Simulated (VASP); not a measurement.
Wanted: the native input for a VASP 6.6.1 run.

```
Task                   : relaxation of cell and atoms
Functional             : PBE
Potentials or basis    : VASP PAW PBE potentials, release 64 (Si, C)
Cutoff                 : 600 eV
k mesh                 : 16 × 16 × 16
Occupations            : gaussian, width 0.1 eV
Spin                   : no spin polarisation
Dipole correction      : no
Further INCAR settings : ALGO = Normal; EDIFF = 1e-06; IBRION = 2; EDIFFG = -0.01; NSW = 100; ISIF = 3
```

The structure of SiC4 lies in POSCAR:

```
SiC4
1.0
   -3.3553450656      3.3553450656      1.2458118520
    3.3553450656     -3.3553450656      1.2458118520
    3.3553450656      3.3553450656     -1.2458118520
Si C
1 4
Direct
    0.0000000000      0.0000000000      0.0000000000
    0.7193409626      0.7193409626      0.4386819252
    0.7193409626      0.2806590374      0.0000000000
    0.2806590374      0.7193409626      0.0000000000
    0.2806590374      0.2806590374      0.5613180748
```

The cell was generated, and may not be a known phase.

The input as run:

INCAR

```
PREC = Accurate
ENCUT = 600
EDIFF = 1E-6
ISMEAR = 0
SIGMA = 0.1
LREAL = F
LASPH = T
NELM = 100
ALGO = Normal
ISIF = 3
LWAVE = F
LCHARG = F
GGA = PE
IBRION = 2
NSW = 100
EDIFFG = -0.01
LUSENCCL = F
```

KPOINTS

```
Automatic mesh
0
Gamma
  16 16 16
```

Potentials or basis: VASP PAW PBE potentials, release 64 (Si, C).

Run with:

```console
$ cat potpaw_PBE.64/Si/POTCAR potpaw_PBE.64/C/POTCAR > POTCAR
$ mpirun -np 1 vasp_std > vasp.out
```

Results of the run:

```
Relaxed volume                        : 11.81 Å³/atom
Relaxed cell                          : a = 5.026 Å, b = 5.026 Å, c = 5.026 Å, α = 93.52°, β = 93.52°, γ = 151.31°
Space group after relaxing (to 0.1 Å) : I4/mmm (No. 139)
Energy gained by relaxing             : 5.0 meV/atom
Ionic steps                           : 9
Pressure after relaxing               : 0.0 GPa
Largest force after relaxing          : 0.003 eV/Å
Band gap on the k mesh                : zero (bands 10 and 11 overlap by 4.86 eV)
```

Wall time 9.2 min on 1 × NVIDIA H100 80GB with 1 thread of AMD EPYC 7R13 Processor (Zen 3), with other jobs on the host, peak memory 1.5 GiB.
